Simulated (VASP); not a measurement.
# CaO (I4/mmm) in VASP: further runs

The runs below take CaO through single point, with r2SCAN.

Everything below comes from runs of VASP 6.6.1. Logs are shortened: lines on timing, memory, paths and dates and some standing lists are left out, and cuts for length are marked.

### 1 The cell of the first run

Symmetry: I4/mmm, No. 139, tetragonal system. The conventional cell has a = 3.391 Å, b = 3.391 Å, c = 4.753 Å, α = 90.00°, β = 90.00°, γ = 90.00°. Ca (site symmetry 4/mmm) has 6 O at 2.38 to 2.40 Å within 3.1 Å. Within 3.1 Å of O (site symmetry 4/mmm) lie 6 Ca at 2.38 to 2.40 Å.

### 2 Single point, r2SCAN (uniaxial x strain -0.9%)

Contents of POSCAR:

```
CaO
1.0
    0.0000000000      2.3975501188      2.3975501188
    2.3766914328      0.0000000000      2.3975501188
    2.3766914328      2.3975501188      0.0000000000
Ca O
1 1
Direct
    0.0000000000      0.0000000000      0.0000000000
    0.5000000000      0.5000000000      0.5000000000
```

Contents of INCAR.step1:

```
PREC = Accurate
ENCUT = 1480
ISMEAR = 0
SIGMA = 0.01
LREAL = F
LASPH = T
NELM = 120
NBANDS = 15
GGA = PE
ALGO = Normal
EDIFF = 1E-5
LWAVE = T
LCHARG = F
GGA_COMPAT = F
```

Contents of INCAR.step2:

```
PREC = Accurate
ENCUT = 1480
EDIFF = 1E-6
ISMEAR = 0
SIGMA = 0.01
LREAL = F
LASPH = T
NELM = 120
ALGO = Normal
ISIF = 2
LWAVE = F
LCHARG = T
METAGGA = R2SCAN
LMIXTAU = T
LELF = T
LVHAR = T
NBANDS = 15
ISTART = 1
GGA_COMPAT = F
```

Contents of KPOINTS:

```
Automatic mesh
0
Gamma
  10 10 10
```

Potentials or basis: VASP PAW PBE potentials, release 64 (Ca_sv, O_h).

Run with:

```sh
$ cat potpaw_PBE.64/Ca_sv/POTCAR potpaw_PBE.64/O_h/POTCAR > POTCAR
$ cp INCAR.step1 INCAR
$ mpirun -np 1 vasp_std > vasp.out
$ cp INCAR.step2 INCAR
$ mpirun -np 1 vasp_std > vasp.out
```

OUTCAR:

```text
PREC = Accurate
   ENCUT = 1480
   EDIFF = 1E-6
   ISMEAR = 0
   LREAL = F
   LASPH = T
   NELM = 120
   ISIF = 2
   METAGGA = R2SCAN
   ISTART = 1

 ion  position               nearest neighbor table
   1  0.000  0.000  0.000-
   2  0.500  0.500  0.500-

  LATTYP: Found a body centered tetragonal cell.
 ALAT       =     3.3906478945
 C/A-ratio  =     1.4019099044

  Lattice vectors:

 A1 = (  -2.3766914328,   0.0000000000,  -2.3975501188)
 A2 = (  -2.3766914328,   0.0000000000,   2.3975501188)
 A3 = (   2.3766914328,   2.3975501188,   0.0000000000)

Analysis of symmetry for initial positions (statically):
=====================================================================
 Subroutine PRICEL returns:
 Original cell was already a primitive cell.

 Routine SETGRP: Setting up the symmetry group for a
 body centered tetragonal supercell.

 Subroutine GETGRP returns: Found 16 space group operations
 (whereof 16 operations were pure point group operations)
 out of a pool of 16 trial point group operations.

The static configuration has the point symmetry D_4h.

Analysis of symmetry for dynamics (positions and initial velocities):
=====================================================================
 Subroutine PRICEL returns:
 Original cell was already a primitive cell.

 Routine SETGRP: Setting up the symmetry group for a
 body centered tetragonal supercell.

 Subroutine GETGRP returns: Found 16 space group operations
 (whereof 16 operations were pure point group operations)
 out of a pool of 16 trial point group operations.

The dynamic configuration has the point symmetry D_4h.

 Subroutine INISYM returns: Found 16 space group operations
 (whereof 16 operations are pure point group operations),
 and found     1 'primitive' translations

----------------------------------------------------------------------------------------

                                     Primitive cell

  volume of cell :      27.3236

  direct lattice vectors                    reciprocal lattice vectors
     0.000000000  2.397550119  2.397550119    -0.210376489  0.208546214  0.208546214
     2.376691433  0.000000000  2.397550119     0.210376489 -0.208546214  0.208546214
     2.376691433  2.397550119  0.000000000     0.210376489  0.208546214 -0.208546214

  length of vectors
     3.390647894  3.375930796  3.375930796     0.362272431  0.362272431  0.362272431

  position of ions in fractional coordinates (direct lattice)
     0.000000000  0.000000000  0.000000000
     0.500000000  0.500000000  0.500000000

  ion indices of the primitive-cell ions
   primitive index   ion index
                 1           1
                 2           2

----------------------------------------------------------------------------------------

 KPOINTS: Automatic mesh

Automatic generation of k-mesh.
 Grid dimensions read from file:
 generate k-points for:   10   10   10

 Generating k-lattice:

  Cartesian coordinates                     Fractional coordinates (reciprocal lattice)
    -0.021037649  0.020854621  0.020854621     0.100000000  0.000000000  0.000000000
     0.021037649 -0.020854621  0.020854621     0.000000000  0.100000000  0.000000000
     0.021037649  0.020854621 -0.020854621     0.000000000  0.000000000  0.100000000

  Length of vectors
     0.036227243  0.036227243  0.036227243

  Shift w.r.t. Gamma in fractional coordinates (k-lattice)
     0.000000000  0.000000000  0.000000000

 Subroutine IBZKPT returns following result:
 ===========================================

 Found    102 irreducible k-points:

 Following reciprocal coordinates:
            Coordinates               Weight
  0.000000  0.000000  0.000000      1.000000
  0.100000 -0.000000 -0.000000      8.000000
  0.200000 -0.000000 -0.000000      8.000000
  0.300000  0.000000  0.000000      8.000000
  0.400000  0.000000  0.000000      8.000000
  0.500000 -0.000000 -0.000000      4.000000
[... 16 lines left out ...]
  0.300000  0.300000  0.000000      4.000000
  0.400000  0.300000 -0.000000     16.000000
 [... further k-points ...]
   k-points           NKPTS =    102   k-points in BZ     NKDIM =    102   number of bands    NBANDS=     15
   number of dos      NEDOS =    301   number of ions     NIONS =      2
   total plane-waves  NPLWV =  84672
   dimension x,y,z NGX =    48 NGY =   42 NGZ =   42
   dimension x,y,z NGXF=    96 NGYF=   84 NGZF=   84
   ions per type =               1   1
   NGX,Y,Z   is equivalent  to a cutoff of  23.53, 20.68, 20.68 a.u.
   NGXF,Y,Z  is equivalent  to a cutoff of  47.07, 41.37, 41.37 a.u.
 SYSTEM =  unknown system
   PREC   = accura    normal or accurate (medium, high low for compatibility)
   ISTART =      1    job   : 0-new  1-cont  2-samecut
   ICHARG =      0    charge: 1-file 2-atom 10-const
   ISPIN  =      1    spin polarized calculation?
   LNONCOLLINEAR =      F non collinear calculations
   LSORBIT =      F    spin-orbit coupling
   LASPH  =      T    aspherical Exc in radial PAW
   ENCUT  = 1480.0 eV 108.78 Ry   10.43 a.u.  10.64 10.59 10.59*2*pi/ulx,y,z
   NELM   =    120;   NELMIN=  2; NELMDL=  0     # of ELM steps
   EDIFF  = 0.1E-05   stopping-criterion for ELM
   LREAL  =      F    real-space projection
   EDIFFG = 0.1E-04   stopping-criterion for IOM
   NSW    =      0    number of steps for IOM
   IBRION =     -1    ionic relax: 0-MD 1-quasi-New 2-CG
   NFREE  =      0    steps in history (QN), initial steepest desc. (CG)
   ISIF   =      2    stress and relaxation
   ISYM   =      2    0-nonsym 1-usesym 2-fastsym
   POTIM  = 0.5000    time-step for ionic-motion
   TEBEG  =    0.0;   TEEND  =   0.0 temperature during run
   PSTRESS=    0.0 pullay stress
   NELECT =      16.0000    total number of electrons
   NUPDOWN=      -1.0000    fix difference up-down
   EMIN   =  10.00;   EMAX   =-10.00  energy-range for DOS
   EFERMI =   0.00;   METHOD = LEGACY
   ISMEAR =     0;   SIGMA  =   0.01  broadening in eV -4-tet -1-fermi 0-gaus
   EFERMI_NEDOS =   21; number of points for ismear=-14 and -15
   IALGO  =     38    algorithm
   IMIX   =      4    mixing-type and parameters
     AMIX     =   0.40;   BMIX     =  1.00
     AMIX_MAG =   1.60;   BMIX_MAG =  1.00
  volume/ion in A,a.u.               =      13.66        92.19
  Fermi-wavevector in a.u.,A,eV,Ry     =   1.369626  2.588218 25.522846  1.875876
  Thomas-Fermi vector in A             =   2.495485
   LORBIT       =      0    0 simple, 1 ext, 2 COOP (PROOUT), +10 PAW based schemes
   METAGGA = R2SCAN    functional components
   LHFCALC =     F    Hartree Fock is set to
   AEXX    =    0.0000 exact exchange contribution
   IVDW    =     0    specifies the selected vdW correction
   LEPSILON=     F    determine dielectric tensor
   LRPA    =     F    only Hartree local field effects (RPA)
 non-spin polarized calculation
 Gauss-broadening in eV      SIGMA  =   0.01
  energy-cutoff  :     1480.00
  volume of cell :       27.32
 maximum number of plane-waves:      3567
 NGX is ok and might be reduce to    48
   NGX = 21   NGY = 21   NGZ = 21

 number of electron      16.0000000 magnetization

 Free energy of the ion-electron system (eV)
  ---------------------------------------------------
  ext. energy  EPLUGINS =         0.00000000
  ---------------------------------------------------
  free energy    TOTEN  =       -19.46354838 eV

  energy without entropy =      -19.46354838  energy(sigma->0) =      -19.46354838

 E-fermi :   2.4496     XC(G=0): -11.1603

 val. band max:        2.3978955902   @ k =   0.0000   0.0000   0.0000
 cond. band min:       6.5512905990   @ k =   0.0000   0.5000   0.5000
 fundamental gap:      4.1533950088
 Fermi energy:         2.4495797049

 k-point     1 :       0.0000    0.0000    0.0000
  band No.  band energies     occupation
      1     -36.6046      2.00000
      2     -16.4870      2.00000
      3     -16.4870      2.00000
      4     -16.4809      2.00000
      5     -14.1211      2.00000
      6       2.3745      2.00000
      7       2.3745      2.00000
      8       2.3979      2.00000
      9       7.9422      0.00000
     10       9.2604      0.00000
     11       9.2604      0.00000
     12       9.3196      0.00000
     13      10.8629      0.00000
     14      10.9495      0.00000
     15      18.2644      0.00000

 k-point     2 :       0.1000   -0.0000   -0.0000
  band No.  band energies     occupation
      1     -36.5943      2.00000
      2     -16.6612      2.00000
      3     -16.4926      2.00000
      4     -16.4876      2.00000
      5     -13.9394      2.00000
      6       2.0335      2.00000
      7       2.2346      2.00000
      8       2.2488      2.00000
      9       8.3976      0.00000
     10       9.2411      0.00000
     11       9.4414      0.00000
     12       9.4785      0.00000
     13      11.1111      0.00000
     14      11.2011      0.00000
     15      18.6885      0.00000

 k-point     3 :       0.2000   -0.0000   -0.0000
  band No.  band energies     occupation
      1     -36.5672      2.00000
      2     -17.0395      2.00000
      3     -16.5071      2.00000
      4     -16.4996      2.00000
      5     -13.5458      2.00000
      6       1.2696      2.00000
      7       1.8973      2.00000
      8       1.9066      2.00000
      9       9.2065      0.00000
     10       9.5202      0.00000
     11       9.9417      0.00000
     12       9.9649      0.00000
     13      11.7574      0.00000
     14      11.8550      0.00000
     15      19.3454      0.00000
[... 343 lines left out ...]
 k-point    23 :       0.3000    0.3000    0.0000
  band No.  band energies     occupation
      1     -36.5125      2.00000
      2     -17.1453      2.00000
      3     -16.6394      2.00000
      4     -16.6372      2.00000
      5     -13.5486      2.00000
      6       0.6375      2.00000
      7       2.0418      2.00000
      8       2.0643      2.00000
      9       7.3081      0.00000
     10      10.3378      0.00000
     11      11.6700      0.00000
     12      11.7293      0.00000
     13      11.7296      0.00000
     14      13.7035      0.00000
     15      20.9627      0.00000

 k-point    24 :       0.4000    0.3000   -0.0000
  band No.  band energies     occupation
      1     -36.4915      2.00000
      2     -17.2045      2.00000
      3     -16.6930      2.00000
      4     -16.6614      2.00000
      5     -13.5569      2.00000
      6       0.7019      2.00000
      7       1.8394      2.00000
      8       1.9384      2.00000
      9       7.2733      0.00000
     10      10.9014      0.00000
     11      11.9955      0.00000
     12      12.0357      0.00000
     13      12.1834      0.00000
     14      14.1356      0.00000
     15      19.2571      0.00000

 [... further k-points ...]

------------------------ aborting loop because EDIFF is reached ----------------------------------------

  FORCE on cell =-STRESS in cart. coord.  units (eV):
  Direction    XX          YY          ZZ          XY          YZ          ZX
  --------------------------------------------------------------------------------------
  -------------------------------------------------------------------------------------
  Total        0.5458006      0.2550067      0.2550067      0.0000000      0.0000000      0.0000000
  in kB       32.0041584     14.9528503     14.9528503      0.0000000      0.0000000      0.0000000
  external PRESSURE =      20.6366197 kB  Pullay stress =       0.0000000 kB

 VOLUME and BASIS-vectors are now :
 -----------------------------------------------------------------------------
  energy-cutoff  :     1480.00
  volume of cell :       27.32
      direct lattice vectors                 reciprocal lattice vectors
     0.000000000  2.397550119  2.397550119    -0.210376489  0.208546214  0.208546214
     2.376691433  0.000000000  2.397550119     0.210376489 -0.208546214  0.208546214
     2.376691433  2.397550119  0.000000000     0.210376489  0.208546214 -0.208546214

 POSITION                                       TOTAL-FORCE (eV/Angst)
 -----------------------------------------------------------------------------------
      0.00000      0.00000      0.00000         0.000000      0.000000     -0.000000
      2.37669      2.39755      2.39755        -0.000000     -0.000000      0.000000
 -----------------------------------------------------------------------------------
    total drift:                               -0.000000     -0.000000     -0.000000

  FREE ENERGIE OF THE ION-ELECTRON SYSTEM (eV)
  ---------------------------------------------------
  free  energy   TOTEN  =       -19.4635483797 eV

  energy  without entropy=      -19.4635483797  energy(sigma->0) =      -19.46354838
```

Wall time 7.6 min (1 thread of Intel Xeon Platinum 8488C (Sapphire Rapids), shared host); peak memory 0.47 GiB.

What came out:

- Free energy: -19.4635 eV
- Pressure: 2.1 GPa
- Band gap on the k mesh: 4.15 eV (least direct gap 4.55 eV)

Stress tensor (GPa, compression positive):
```
3.20 0.00 0.00
0.00 1.50 0.00
0.00 0.00 1.50
```

Caveat: the cell differs from its parent crystal (uniaxial x strain -0.9%); the PAW data sets were made with another functional, which shifts forces and pressure a little. A k mesh can miss the band edges.

### 3 Single point, r2SCAN (epitaxial xy strain -0.7%)

Contents of POSCAR:

```
CaO
1.0
    0.0000000000      2.3819660430      2.4055112252
    2.3819660430      0.0000000000      2.4055112252
    2.3819660430      2.3819660430      0.0000000000
Ca O
1 1
Direct
    0.0000000000      0.0000000000      0.0000000000
    0.5000000000      0.5000000000      0.5000000000
```

Contents of INCAR.step1:

```
SYSTEM = CaO
PREC     = Accurate       ! precision mode
ENCUT    = 1480           ! plane-wave cutoff, eV
ISMEAR   = 0              ! smearing method
SIGMA    = 0.01           ! smearing width, eV
LREAL    = .FALSE.        ! projectors in reciprocal space
LASPH    = .TRUE.         ! aspherical terms in the spheres
NELM     = 120            ! most SCF steps
NBANDS   = 15             ! bands
GGA      = PE             ! functional
ALGO     = Normal         ! electronic algorithm
EDIFF    = 1E-5           ! SCF threshold, eV
LWAVE    = .TRUE.         ! write WAVECAR
LCHARG   = .FALSE.        ! write CHGCAR
GGA_COMPAT= .FALSE.
```

Contents of INCAR.step2:

```
SYSTEM = CaO
PREC     = Accurate       ! precision mode
ENCUT    = 1480           ! plane-wave cutoff, eV
EDIFF    = 1E-6           ! SCF threshold, eV
ISMEAR   = 0              ! smearing method
SIGMA    = 0.01           ! smearing width, eV
LREAL    = .FALSE.        ! projectors in reciprocal space
LASPH    = .TRUE.         ! aspherical terms in the spheres
NELM     = 120            ! most SCF steps
ALGO     = Normal         ! electronic algorithm
ISIF     = 2              ! what is computed and relaxed
LWAVE    = .FALSE.        ! write WAVECAR
LCHARG   = .FALSE.        ! write CHGCAR
METAGGA  = R2SCAN         ! meta-GGA
LMIXTAU  = .TRUE.       
NBANDS   = 15             ! bands
ISTART   = 1            
GGA_COMPAT= .FALSE.
```

Contents of KPOINTS:

```
regular mesh
0
G
  10 10 10
  0 0 0
```

Potentials or basis: VASP PAW PBE potentials, release 64 (Ca_sv, O_h).

Run with:

```sh
$ cat potpaw_PBE.64/Ca_sv/POTCAR potpaw_PBE.64/O_h/POTCAR > POTCAR
$ cp INCAR.step1 INCAR
$ mpirun -np 1 vasp_std > vasp.out
$ cp INCAR.step2 INCAR
$ mpirun -np 1 vasp_std > vasp.out
```

Wall time 14 min (1 thread of AMD EPYC 7R43 (Zen 3), shared host); peak memory 0.4 GiB.

Results (log left out):

| Property | Result |
| --- | --- |
| Free energy | -19.4630 eV |
| Pressure | 2.2 GPa |
| Band gap on the k mesh | 4.17 eV (least direct gap 4.54 eV) |

Stress tensor (GPa, compression positive):
```
2.82 0.00 0.00
0.00 2.82 0.00
0.00 0.00 0.95
```

Levels at points of the mesh, in eV from the valence-band top:
```
           k point  band 6  band 7  band 8  band 9  band 10  band 11
(0.00, 0.00, 0.00)   -0.03    0.00    0.00    5.56     6.85     6.91
(0.50, 0.00, 0.00)   -2.65   -1.24   -1.24    7.77     9.13     9.14
(0.50, 0.50, 0.00)   -1.33   -0.36   -0.36    4.20     8.88     9.73
(0.50, 0.00, 0.50)   -1.27   -0.40   -0.38    4.17     8.88     9.73
```

Caveat: the cell differs from its parent crystal (epitaxial xy strain -0.7%); the PAW data sets were made with another functional, which shifts forces and pressure a little.
